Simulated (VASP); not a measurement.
# Zr2HS4: single point with PBE+D3(BJ)

The system is Zr2HS4, a slab with vacuum.

```xyz
14
Lattice="7.2977 0.0000 0.0000 -3.6488 6.3200 0.0000 0.0000 0.0000 20.9172" Properties=species:S:1:pos:R:3 pbc="T T T"
S     1.8244    1.0533    4.0000
S     0.0000    4.2133    4.0000
S     5.4733    1.0533    4.0000
S     3.6488    4.2133    4.0000
S     0.0000    2.1067    6.9172
S    -1.8244    5.2666    6.9172
S     3.6488    2.1067    6.9172
S     1.8244    5.2666    6.9172
Zr    0.0000    0.0000    5.4586
Zr   -1.8244    3.1600    5.4586
Zr    3.6488    0.0000    5.4586
Zr    1.8244    3.1600    5.4586
H     0.0000    4.6761    7.3672
H     0.0000    5.8571    7.3672
```

* Program: VASP 6.6.1
* Task: single point
* Functional: PBE
* Dispersion: D3(BJ)
* Potentials or basis: VASP PAW PBE potentials, release 64 (S, Zr_sv, H)
* Cutoff: 400 eV
* k mesh: 6 × 6 × 1
* Occupations: gaussian, width 0.05 eV
* Spin: no spin polarisation

```
Largest force              : 2.122 eV/Å
Band gap on the k mesh     : 0.03 eV (least direct gap 0.49 eV)
Dispersion energy per atom : -0.225 eV
```

Forces in eV/Å, atoms in the order of the input:
```
S   -0.073 -0.032  0.018
S    0.000 -0.065 -0.121
S    0.073 -0.032  0.018
S    0.000  0.024 -0.078
S    0.000 -0.007  0.514
S   -1.878 -0.905  0.399
S    0.000  0.153  0.206
S    1.878 -0.905  0.399
Zr   0.000  0.141 -0.661
Zr  -0.207  0.052 -0.337
Zr   0.000  0.171 -0.182
Zr   0.207  0.052 -0.337
H    0.000  1.817 -0.366
H    0.000 -0.464  0.529
```

Levels at points of the mesh, in eV from the valence-band top:
| k point | band 46 | band 47 | band 48 | band 49 | band 50 | band 51 | band 52 | band 53 |
| --- | --- | --- | --- | --- | --- | --- | --- | --- |
| (0.00, 0.00, 0.00) | -1.92 | -1.09 | -1.08 | -0.76 | 0.03 | 0.14 | 0.51 | 0.78 |
| (0.50, 0.00, 0.00) | -1.82 | -1.56 | -1.53 | -0.06 | 0.43 | 0.51 | 0.99 | 1.33 |
| (0.00, 0.50, 0.00) | -1.76 | -1.64 | -1.50 | -0.54 | 0.56 | 0.72 | 1.01 | 1.33 |

Run time: 29 min on 1 thread of Intel(R) Xeon(R) Platinum 8259CL CPU @ 2.50GHz (Skylake/Cascade Lake), with other jobs on the host, peak memory 0.9 GiB.
